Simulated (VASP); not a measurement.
Write the native input for VASP 6.6.1 that does the following.

```
Task                   : single point
Functional             : PBE
Potentials or basis    : VASP PAW PBE potentials, release 64 (Hf_pv, O)
Cutoff                 : 520 eV
k mesh                 : 6 × 6 × 4
Occupations            : gaussian, width 0.05 eV
Spin                   : no spin polarisation
Dipole correction      : no
Further INCAR settings : ALGO = Normal; EDIFF = 1e-06; NBANDS = 31
```

The structure of HfO2 lies in POSCAR:

```
HfO2
1.0
    3.6043048131      0.0000000000      0.0000000000
    0.0000000000      3.6043048131      0.0000000000
    0.0000000000      0.0000000000      5.2639671549
Hf O
2 4
Direct
    0.5000000000      0.5015657545      0.5000000000
    0.0000000000     -0.0015657545      0.0000000000
    0.0000000000      0.4983049192      0.6932521152
    0.5000000000      0.0016950808      0.8067478848
    0.5000000000     -0.0485530523      0.3067478848
    0.0000000000      0.5485530523      0.1932521152
```

This cell differs from its parent crystal: atoms displaced along a vibrational mode.

One way to write it, as run:

INCAR

```
SYSTEM = HfO2
PREC     = Accurate       ! precision mode
ENCUT    = 520            ! plane-wave cutoff, eV
EDIFF    = 1E-6           ! SCF threshold, eV
ISMEAR   = 0              ! smearing method
SIGMA    = 0.05           ! smearing width, eV
LREAL    = .False.        ! projectors in reciprocal space
LASPH    = .True.         ! aspherical terms in the spheres
NELM     = 60             ! most SCF steps
ALGO     = Normal         ! electronic algorithm
ISIF     = 2              ! what is computed and relaxed
LWAVE    = .False.        ! write WAVECAR
LCHARG   = .False.        ! write CHGCAR
GGA      = PE             ! functional
NBANDS   = 31             ! bands
```

KPOINTS

```
Automatic mesh
0
Gamma
  6 6 4
  0 0 0
```

Potentials or basis: VASP PAW PBE potentials, release 64 (Hf_pv, O).

Command:

```sh
$ cat potpaw_PBE.64/Hf_pv/POTCAR potpaw_PBE.64/O/POTCAR > POTCAR
$ mpirun -np 1 vasp_std > vasp.out
```

Results of the run:

| Quantity | Value |
| --- | --- |
| Pressure | 2.0 GPa |
| Largest force | 4.460 eV/Å |
| Band gap on the k mesh | 4.58 eV (least direct gap 4.65 eV) |

Caveat: the cell differs from its parent crystal (atoms displaced along a vibrational mode); spin-orbit coupling is left out, which moves the levels of the heavy elements; forces of over 1 eV/Å act on the atoms, so gaps and moduli don't describe the material at rest.

Wall time 44 s on 1 thread of Intel(R) Xeon(R) 6975P-C (Granite Rapids), with other jobs on the host, peak memory 0.24 GiB.
